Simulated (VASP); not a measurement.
# C (C2/m) in VASP: notebook, part 2 of 2

VASP 6.6.1. Earlier steps stand in the parts before.

### 3 Single point, PBEsol+D3(BJ) (mode 4 frozen in at +0.063 Å and mode 6 at +0.040 Å (largest displacements))

Contents of INCAR:

```
ALGO     = Normal         # electronic algorithm
EDIFF    = 1E-7           # SCF threshold, eV
ENCUT    = 520            # plane-wave cutoff, eV
GGA      = PS             # functional
ISIF     = 2              # what is computed and relaxed
ISMEAR   = 0              # smearing method
IVDW     = 12             # dispersion correction
LASPH    = T              # aspherical terms in the spheres
LCHARG   = F              # write CHGCAR
LREAL    = F              # projectors in reciprocal space
LWAVE    = F              # write WAVECAR
NBANDS   = 11             # bands
NELM     = 60             # most SCF steps
PREC     = Accurate       # precision mode
SIGMA    = 0.05           # smearing width, eV
```

Contents of KPOINTS:

```
k-points
0
Gamma
  15 15 15
```

Contents of POSCAR:

```
C
1.0
    1.2290461105      0.7095901028      3.2829684898
   -1.2290461105      0.7095901028      3.2829684898
    0.0000000000     -1.4191802055      3.2829684898
C
2
Direct
    0.1824058217      0.1824058217      0.1542205356
    0.8175941783      0.8175941783      0.8457794644
```

Potentials or basis: VASP PAW PBE potentials, release 64 (C).

Started as:

```
$ cat potpaw_PBE.64/C/POTCAR > POTCAR
$ mpirun -np 1 vasp_std > vasp.out
```

OUTCAR:

```text
EDIFF = 1E-7
   ENCUT = 520
   GGA = PS
   ISIF = 2
   ISMEAR = 0
   IVDW = 12
   LASPH = T
   LREAL = F
   NELM = 60
   PREC = Accurate
 IVDW          = 12

 ion  position               nearest neighbor table
   1  0.182  0.182  0.154-   2 1.39   2 1.39   2 1.50
   2  0.818  0.818  0.846-   1 1.39   1 1.39   1 1.50

  LATTYP: Found a trigonal (rhomboedric) cell.
 ALAT       =     3.5765842029
 COS(alpha) =     0.7638274378

  Lattice vectors:

 A1 = (   1.2290461105,   0.7095901028,   3.2829684898)
 A2 = (  -1.2290461105,   0.7095901028,   3.2829684898)
 A3 = (   0.0000000000,  -1.4191802055,   3.2829684898)

Analysis of symmetry for initial positions (statically):
=====================================================================
 Subroutine PRICEL returns:
 Original cell was already a primitive cell.

 Routine SETGRP: Setting up the symmetry group for a
 trigonal (rhombohedral) supercell.

 Subroutine GETGRP returns: Found  4 space group operations
 (whereof  4 operations were pure point group operations)
 out of a pool of 12 trial point group operations.

The static configuration has the point symmetry C_2h.

Analysis of symmetry for dynamics (positions and initial velocities):
=====================================================================
 Subroutine PRICEL returns:
 Original cell was already a primitive cell.

 Routine SETGRP: Setting up the symmetry group for a
 trigonal (rhombohedral) supercell.

 Subroutine GETGRP returns: Found  4 space group operations
 (whereof  4 operations were pure point group operations)
 out of a pool of 12 trial point group operations.

The dynamic configuration has the point symmetry C_2h.

 Subroutine INISYM returns: Found  4 space group operations
 (whereof  4 operations are pure point group operations),
 and found     1 'primitive' translations

----------------------------------------------------------------------------------------

                                     Primitive cell

  volume of cell :      17.1788

  direct lattice vectors                    reciprocal lattice vectors
     1.229046110  0.709590103  3.282968490     0.406819562  0.234877383  0.101534125
[... 117 lines left out ...]
 non-spin polarized calculation
 Gauss-broadening in eV      SIGMA  =   0.05
  energy-cutoff  :      520.00
  volume of cell :       17.18
 maximum number of plane-waves:       476
   NGX = 13   NGY = 13   NGZ = 13

 number of electron       8.0000000 magnetization

 Free energy of the ion-electron system (eV)
  ---------------------------------------------------
  ext. energy  EPLUGINS =         0.00000000
  ---------------------------------------------------
  free energy    TOTEN  =       -18.98929707 eV

  energy without entropy =      -18.98929706  energy(sigma->0) =      -18.98929707

 E-fermi :   4.7591     XC(G=0): -10.7363

 val. band max:        4.6075570832   @ k =   0.2000  -0.1333  -0.4667
 cond. band min:       4.9106295229   @ k =   0.2000  -0.1333  -0.4667
 fundamental gap:      0.3030724397
 Fermi energy:         4.7591050718

 k-point     1 :       0.0000    0.0000    0.0000
  band No.  band energies     occupation
      1     -14.8404      2.00000
      2      -1.6063      2.00000
      3       0.8524      2.00000
      4       3.2683      2.00000
      5       8.6799      0.00000
      6      11.7022      0.00000
      7      14.8518      0.00000
      8      16.6622      0.00000
      9      17.7849      0.00000
     10      27.4117      0.00000
     11      30.6115      0.00000
[... 309 lines left out ...]
 k-point    24 :       0.2667    0.0667   -0.0000
  band No.  band energies     occupation
      1     -13.4260      2.00000
      2      -2.4131      2.00000
      3      -0.3842      2.00000
      4       0.2915      2.00000
      5      10.4113      0.00000
      6      13.1880      0.00000
      7      13.2422      0.00000
      8      17.5540      0.00000
      9      20.5873      0.00000
     10      23.4272      0.00000
     11      27.7389      0.00000

 [... further k-points ...]

------------------------ aborting loop because EDIFF is reached ----------------------------------------

 Edisp (eV)   -0.22542

 E8    (eV) :    -0.1096

  FORCE on cell =-STRESS in cart. coord.  units (eV):
  Direction    XX          YY          ZZ          XY          YZ          ZX
  --------------------------------------------------------------------------------------
  -------------------------------------------------------------------------------------
  Total       1.37076    -0.36200    -0.23474     0.00000    -0.47933     0.00000
  in kB     127.84314   -33.76142   -21.89322     0.00000   -44.70471     0.00000
  external pressure =       24.06 kB  Pullay stress =        0.00 kB

 VOLUME and BASIS-vectors are now :
 -----------------------------------------------------------------------------
  energy-cutoff  :      520.00
  volume of cell :       17.18
      direct lattice vectors                 reciprocal lattice vectors
     1.229046110  0.709590103  3.282968490     0.406819562  0.234877383  0.101534125
    -1.229046110  0.709590103  3.282968490    -0.406819562  0.234877383  0.101534125
     0.000000000 -1.419180206  3.282968490     0.000000000 -0.469754767  0.101534125

 POSITION                                       TOTAL-FORCE (eV/Angst)
 -----------------------------------------------------------------------------------
      0.00000      0.04000      1.70397         0.000000     -3.837645     -2.010766
      0.00000     -0.04000      8.14494         0.000000      3.837645      2.010766
 -----------------------------------------------------------------------------------
    total drift:                               -0.000000      0.000000     -0.000000

  FREE ENERGIE OF THE ION-ELECTRON SYSTEM (eV)
  ---------------------------------------------------
  free  energy   TOTEN  =       -19.2147152500 eV

  energy  without entropy=      -19.2147152431  energy(sigma->0) =      -19.21471525
```

OSZICAR:

```text
N       E                     dE             d eps       ncg     rms          rms(c)
DAV:   1     0.528312093571E+01    0.52831E+01   -0.45612E+03 20491   0.665E+02
DAV:   2    -0.195705661831E+02   -0.24854E+02   -0.23462E+02 25979   0.131E+02
DAV:   3    -0.201710331791E+02   -0.60047E+00   -0.59920E+00 24813   0.169E+01
DAV:   4    -0.201730994223E+02   -0.20662E-02   -0.20661E-02 22987   0.123E+00
DAV:   5    -0.201731067697E+02   -0.73474E-05   -0.73475E-05 25208   0.684E-02    0.642E+00
DAV:   6    -0.192704432887E+02    0.90266E+00   -0.79346E-01 23169   0.514E+00    0.369E+00
DAV:   7    -0.189880502688E+02    0.28239E+00   -0.85162E-01 23702   0.538E+00    0.976E-01
DAV:   8    -0.189895047541E+02   -0.14545E-02   -0.18401E-02 22182   0.897E-01    0.119E-01
DAV:   9    -0.189892630478E+02    0.24171E-03   -0.62521E-04 23908   0.156E-01    0.524E-02
DAV:  10    -0.189892961719E+02   -0.33124E-04   -0.64908E-05 23118   0.582E-02    0.215E-02
DAV:  11    -0.189892969488E+02   -0.77692E-06   -0.34760E-06 23742   0.122E-02    0.311E-03
DAV:  12    -0.189892970763E+02   -0.12752E-06   -0.26829E-07 23102   0.391E-03    0.101E-03
DAV:  13    -0.189892970701E+02    0.62425E-08   -0.20087E-08 14829   0.105E-03
   1 F= -.19214715E+02 E0= -.19214715E+02  d E =-.685632E-08
```

stdout:

```text
POSCAR found type information on POSCAR C
 POSCAR found :  1 types and       2 ions
 scaLAPACK will be used
 -----------------------------------------------------------------------------
|                                                                             |
|                                                                             |
|     You enforced a specific xc type in the INCAR file but a different       |
|     I HOPE YOU KNOW WHAT YOU ARE DOING!                                     |
|                                                                             |
 -----------------------------------------------------------------------------

 LDA part: xc-table for (Slater+PW92), standard interpolation
 POSCAR, INCAR and KPOINTS ok, starting setup
 FFT: planning ... GRIDC
 FFT: planning ... GRID_SOFT
 FFT: planning ... GRID
 WAVECAR not read
 entering main loop
```

It took 99 s on 1 thread of Intel Xeon 6975P-C (Granite Rapids), shared host; peak memory 0.27 GiB.

What came out:

```yaml
Free_energy: -19.2147 eV
Pressure: 2.4 GPa
Largest_force: 4.333 eV/Å
Band_gap_on_the_k_mesh: 0.30 eV, direct
Dispersion_energy_per_atom: -0.113 eV
```

Forces on the atoms (eV/Å):
```
C    0.000 -3.838 -2.011
C    0.000  3.838  2.011
```

Stress tensor (GPa, compression positive):
```
12.78  0.00  0.00
 0.00 -3.38 -4.47
 0.00 -4.47 -2.19
```

Levels at points of the mesh, in eV from the valence-band top:
```tsv
k point	band 1	band 2	band 3	band 4	band 5	band 6	band 7	band 8
(0.00, 0.00, 0.00)	-19.45	-6.21	-3.76	-1.34	4.07	7.09	10.24	12.05
```

Caveat: the cell differs from its parent crystal (mode 4 frozen in at +0.063 Å and mode 6 at +0.040 Å (largest displacements)); the PAW data sets were made with another functional, which shifts forces and pressure a little.

### 4 Single point, PBEsol+D3(BJ) (mode 4 frozen in at -0.063 Å and mode 6 at +0.040 Å (largest displacements))

Contents of INCAR:

```
  ALGO = Normal
  EDIFF = 1E-7
  ENCUT = 520
  GGA = PS
  ISIF = 2
  ISMEAR = 0
  IVDW = 12
  LASPH = True
  LCHARG = False
  LREAL = False
  LWAVE = False
  NBANDS = 11
  NELM = 60
  PREC = Accurate
  SIGMA = 0.05
```

KPOINTS is that of step 3.

Contents of POSCAR:

```
C
1.0
    1.2290461105      0.7095901028      3.2829684898
   -1.2290461105      0.7095901028      3.2829684898
    0.0000000000     -1.4191802055      3.2829684898
C
2
Direct
    0.1695516014      0.1695516014      0.1413663154
    0.8304483986      0.8304483986      0.8586336846
```

Started as:

```
$ cat potpaw_PBE.64/C/POTCAR > POTCAR
$ mpirun -np 1 vasp_std > vasp.out
```

Run time: 1.7 min. Hardware: 1 thread of Intel Xeon 6975P-C (Granite Rapids), shared host; peak memory 0.27 GiB.

It converged, with:

* Free energy: -19.2141 eV
* Pressure: 2.3 GPa
* Largest force: 4.345 eV/Å
* Band gap on the k mesh: 0.16 eV, indirect (least direct gap 0.22 eV)
* Dispersion energy per atom: -0.113 eV

Forces in eV/Å, atoms in the order of the input:
```
C    0.000 -3.857  2.000
C    0.000  3.857 -2.000
```

Stress tensor (GPa, compression positive):
```
13.26  0.00  0.00
 0.00 -3.40  4.56
 0.00  4.56 -3.04
```

Levels at points of the mesh, in eV from the valence-band top:
```csv
k point,band 1,band 2,band 3,band 4,band 5,band 6,band 7,band 8
"(0.00, 0.00, 0.00)",-19.54,-6.30,-3.84,-1.42,3.95,6.97,10.10,11.92
```

Caveat: the cell differs from its parent crystal (mode 4 frozen in at -0.063 Å and mode 6 at +0.040 Å (largest displacements)); the PAW data sets were made with another functional, which shifts forces and pressure a little. A k mesh can miss the band edges.
